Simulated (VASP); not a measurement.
# Sb (Fd-3m) in VASP: further runs, part 2 of 2

VASP 6.6.1.

**4. Single point, r2SCAN**

This run uses another cell than the first one, of 41.53 Å³/atom, 1.015 times its volume.

Input file POSCAR:

```
Sb
1.0
    0.0000000000      3.4631260494      3.4631260494
    3.4631260494      0.0000000000      3.4631260494
    3.4631260494      3.4631260494      0.0000000000
Sb
2
Direct
    0.0000000000      0.0000000000      0.0000000000
    0.2500000000      0.2500000000      0.2500000000
```

Input file INCAR.step1:

```
SYSTEM = Sb
  PREC = Accurate
  ENCUT = 520
  ISMEAR = 0
  SIGMA = 0.05
  LREAL = .FALSE.
  LASPH = .TRUE.
  NELM = 80
  NBANDS = 12
  GGA = PE
  ALGO = Normal
  EDIFF = 1E-4
  LWAVE = .TRUE.
  LCHARG = .FALSE.
```

Input file INCAR.step2:

```
SYSTEM = Sb
  PREC = Accurate
  ENCUT = 520
  EDIFF = 1E-6
  ISMEAR = 0
  SIGMA = 0.05
  LREAL = .FALSE.
  LASPH = .TRUE.
  NELM = 80
  ALGO = Normal
  ISIF = 2
  LWAVE = .FALSE.
  LCHARG = .FALSE.
  METAGGA = R2SCAN
  LMIXTAU = .TRUE.
  NBANDS = 12
  ISTART = 1
```

Input file KPOINTS:

```
regular mesh
0
G
  5 5 5
  0 0 0
```

Potentials or basis: VASP PAW PBE potentials, release 64 (Sb).

Launch:

```
cat potpaw_PBE.64/Sb/POTCAR > POTCAR
cp INCAR.step1 INCAR
mpirun -np 1 vasp_std > vasp.out
cp INCAR.step2 INCAR
mpirun -np 1 vasp_std > vasp.out
```

OUTCAR:

```text
SYSTEM = Sb
   PREC = Accurate
   ENCUT = 520
   EDIFF = 1E-6
   ISMEAR = 0
   LREAL = .FALSE.
   LASPH = .TRUE.
   NELM = 80
   ISIF = 2
   METAGGA = R2SCAN
   ISTART = 1

 ion  position               nearest neighbor table
   1  0.000  0.000  0.000-   2 3.00   2 3.00   2 3.00   2 3.00
   2  0.250  0.250  0.250-   1 3.00   1 3.00   1 3.00   1 3.00

  LATTYP: Found a face centered cubic cell.
 ALAT       =     6.9262520988

  Lattice vectors:

 A1 = (   0.0000000000,   3.4631260494,   3.4631260494)
 A2 = (   3.4631260494,   0.0000000000,   3.4631260494)
 A3 = (   3.4631260494,   3.4631260494,   0.0000000000)

Analysis of symmetry for initial positions (statically):
=====================================================================
 Subroutine PRICEL returns:
 Original cell was already a primitive cell.

 Routine SETGRP: Setting up the symmetry group for a
 face centered cubic supercell.

 Subroutine GETGRP returns: Found 48 space group operations
 (whereof 24 operations were pure point group operations)
 out of a pool of 48 trial point group operations.

The static configuration has the point symmetry T_d .
 The point group associated with its full space group is O_h .

Analysis of symmetry for dynamics (positions and initial velocities):
=====================================================================
 Subroutine PRICEL returns:
 Original cell was already a primitive cell.

 Routine SETGRP: Setting up the symmetry group for a
 face centered cubic supercell.

 Subroutine GETGRP returns: Found 48 space group operations
 (whereof 24 operations were pure point group operations)
 out of a pool of 48 trial point group operations.

The dynamic configuration has the point symmetry T_d .
 The point group associated with its full space group is O_h .

 Subroutine INISYM returns: Found 48 space group operations
 (whereof 24 operations are pure point group operations),
 and found     1 'primitive' translations

[... 105 lines left out ...]
   LHFCALC =     F    Hartree Fock is set to
   AEXX    =    0.0000 exact exchange contribution
   IVDW    =     0    specifies the selected vdW correction
   LEPSILON=     F    determine dielectric tensor
   LRPA    =     F    only Hartree local field effects (RPA)
 non-spin polarized calculation
 Gauss-broadening in eV      SIGMA  =   0.05
  energy-cutoff  :      520.00
  volume of cell :       83.07
 maximum number of plane-waves:      2251
   NGX = 19   NGY = 19   NGZ = 19

 number of electron       9.9999999 magnetization

 Free energy of the ion-electron system (eV)
  ---------------------------------------------------
  ext. energy  EPLUGINS =         0.00000000
  ---------------------------------------------------
  free energy    TOTEN  =       -50.65684379 eV

  energy without entropy =      -50.65142757  energy(sigma->0) =      -50.65413568

 E-fermi :   4.2554     XC(G=0):  -8.4038

 val. band max:        4.2554457452   @ k =  -0.4000   0.4000   0.2000
 cond. band min:       4.5245566831   @ k =   0.0000   0.0000   0.0000
 fundamental gap:      0.2691109378
 Fermi energy:         4.2554457452

 k-point     1 :       0.0000    0.0000    0.0000
  band No.  band energies     occupation
      1      -8.1375      2.00000
      2      -1.2619      2.00000
      3       2.0487      2.00000
      4       2.0487      2.00000
      5       2.0487      2.00000
      6       4.5246      0.00000
      7       4.5246      0.00000
      8       4.5246      0.00000
      9       8.3148      0.00000
     10      10.7106      0.00000
     11      10.7106      0.00000
     12      11.9890      0.00000
[... 121 lines left out ...]
 k-point    10 :      -0.4000    0.4000    0.2000
  band No.  band energies     occupation
      1      -6.4148      2.00000
      2      -5.0328      2.00000
      3      -0.0862      2.00000
      4       0.4090      2.00000
      5       4.2554      1.00000
      6       4.9567      0.00000
      7       6.5694      0.00000
      8       7.3945      0.00000
      9       9.7363      0.00000
     10      10.4637      0.00000
     11      12.2595      0.00000
     12      13.3651      0.00000

------------------------ aborting loop because EDIFF is reached ----------------------------------------

  FORCE on cell =-STRESS in cart. coord.  units (eV):
  Direction    XX          YY          ZZ          XY          YZ          ZX
  --------------------------------------------------------------------------------------
  -------------------------------------------------------------------------------------
  Total        0.0255021      0.0255021      0.0255021      0.0000000      0.0000000      0.0000000
  in kB        0.4918707      0.4918707      0.4918707      0.0000000      0.0000000      0.0000000
  external PRESSURE =       0.4918707 kB  Pullay stress =       0.0000000 kB

 VOLUME and BASIS-vectors are now :
 -----------------------------------------------------------------------------
  energy-cutoff  :      520.00
  volume of cell :       83.07
      direct lattice vectors                 reciprocal lattice vectors
     0.000000000  3.463126049  3.463126049    -0.144378227  0.144378227  0.144378227
     3.463126049  0.000000000  3.463126049     0.144378227 -0.144378227  0.144378227
     3.463126049  3.463126049  0.000000000     0.144378227  0.144378227 -0.144378227

 POSITION                                       TOTAL-FORCE (eV/Angst)
 -----------------------------------------------------------------------------------
      0.00000      0.00000      0.00000         0.000000      0.000000      0.000000
      1.73156      1.73156      1.73156        -0.000000     -0.000000     -0.000000
 -----------------------------------------------------------------------------------
    total drift:                                0.000000      0.000000      0.000000

  FREE ENERGIE OF THE ION-ELECTRON SYSTEM (eV)
  ---------------------------------------------------
  free  energy   TOTEN  =       -50.6568437903 eV

  energy  without entropy=      -50.6514275703  energy(sigma->0) =      -50.65413568
```

OUTCAR.step1:

```text
SYSTEM = Sb
   PREC = Accurate
   ENCUT = 520
   ISMEAR = 0
   LREAL = .FALSE.
   LASPH = .TRUE.
[... 358 lines left out ...]
      0.00000      0.00000      0.00000        -0.000000     -0.000000     -0.000000
      1.73156      1.73156      1.73156         0.000000      0.000000      0.000000
 -----------------------------------------------------------------------------------
    total drift:                                0.000000      0.000000      0.000000

  FREE ENERGIE OF THE ION-ELECTRON SYSTEM (eV)
  ---------------------------------------------------
  free  energy   TOTEN  =        -7.6748947934 eV

  energy  without entropy=       -7.6694785734  energy(sigma->0) =       -7.67218668
```

OSZICAR.step1:

```text
N       E                     dE             d eps       ncg     rms          rms(c)
DAV:   1     0.308996511220E+02    0.30900E+02   -0.31325E+03   240   0.601E+02
DAV:   2    -0.582022092587E+01   -0.36720E+02   -0.35641E+02   300   0.998E+01
DAV:   3    -0.767685766698E+01   -0.18566E+01   -0.18491E+01   300   0.242E+01
DAV:   4    -0.769529423627E+01   -0.18437E-01   -0.18436E-01   276   0.286E+00
DAV:   5    -0.769565238927E+01   -0.35815E-03   -0.35815E-03   296   0.432E-01    0.259E+00
DAV:   6    -0.768223548670E+01    0.13417E-01   -0.66233E-03   252   0.427E-01    0.155E+00
DAV:   7    -0.767462903660E+01    0.76065E-02   -0.15896E-02   260   0.649E-01    0.622E-02
DAV:   8    -0.767486063680E+01   -0.23160E-03   -0.64019E-04   256   0.149E-01    0.179E-02
DAV:   9    -0.767489479344E+01   -0.34157E-04   -0.34543E-05   184   0.367E-02
   1 F= -.76748948E+01 E0= -.76721867E+01  d E =-.541622E-02
```

Run time: 70 s. Hardware: 1 thread of AMD EPYC 7R13, shared host; peak memory 0.18 GiB.

What came out:

| Quantity | Value |
| --- | --- |
| Free energy | -50.6568 eV |
| Pressure | 0.0 GPa |
| Band gap on the k mesh | zero (band 5 reaches 4.26 eV, above the bottom of band 6 at 3.74 eV) |

Caveat: the PAW data sets were made with another functional, which shifts forces and pressure a little; spin-orbit coupling is left out, which moves the levels of the heavy elements.
